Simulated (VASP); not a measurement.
Wanted: the native input for a VASP 6.6.1 run.

| Quantity | Value |
| --- | --- |
| Task | single point |
| Functional | PBE |
| Potentials or basis | VASP PAW PBE potentials, release 64 (Ta_pv) |
| Cutoff | 520 eV |
| k mesh | 26 × 26 × 26 |
| Occupations | gaussian, width 0.15 eV |
| Spin | no spin polarisation |
| Dipole correction | no |
| Further INCAR settings | ALGO = Fast; EDIFF = 1e-07; NBANDS = 12 |

The structure of Ta lies in POSCAR:

```
Ta
1.0
   -1.5930190273      1.5930190273      1.5266432345
    1.5930190273     -1.5930190273      1.5266432345
    1.5930190273      1.5930190273     -1.5266432345
Ta
1
Direct
    0.0000000000      0.0000000000      0.0000000000
```

This cell differs from its parent crystal: strain -0.040 along x and y, -0.080 along z.

One way to write it, as run:

INCAR

```
SYSTEM = Ta
  PREC = Accurate
  ENCUT = 520
  EDIFF = 1E-7
  ISMEAR = 0
  SIGMA = 0.15
  LREAL = .False.
  LASPH = .True.
  NELM = 100
  ALGO = Fast
  ISIF = 2
  LWAVE = .False.
  LCHARG = .True.
  GGA = PE
  LELF = .True.
  LVHAR = .True.
  NBANDS = 12
```

KPOINTS

```
regular mesh
0
Gamma
  26 26 26
  0 0 0
```

Potentials or basis: VASP PAW PBE potentials, release 64 (Ta_pv).

Command:

```sh
$ cat potpaw_PBE.64/Ta_pv/POTCAR > POTCAR
$ mpirun -np 1 vasp_std > vasp.out
```

Results of the run:

```json
{"Pressure": "44.5 GPa", "Band gap on the k mesh": "zero (an odd number of electrons rules out a gap without spin polarisation)"}
```

Caveat: the cell differs from its parent crystal (strain -0.040 along x and y, -0.080 along z); the stress differs along the axes, from 42 to 49 GPa; spin-orbit coupling is left out, which moves the levels of the heavy elements.

Wall time 7.4 min on 1 thread of Intel Xeon 8259CL, on a shared host, peak memory 0.34 GiB.
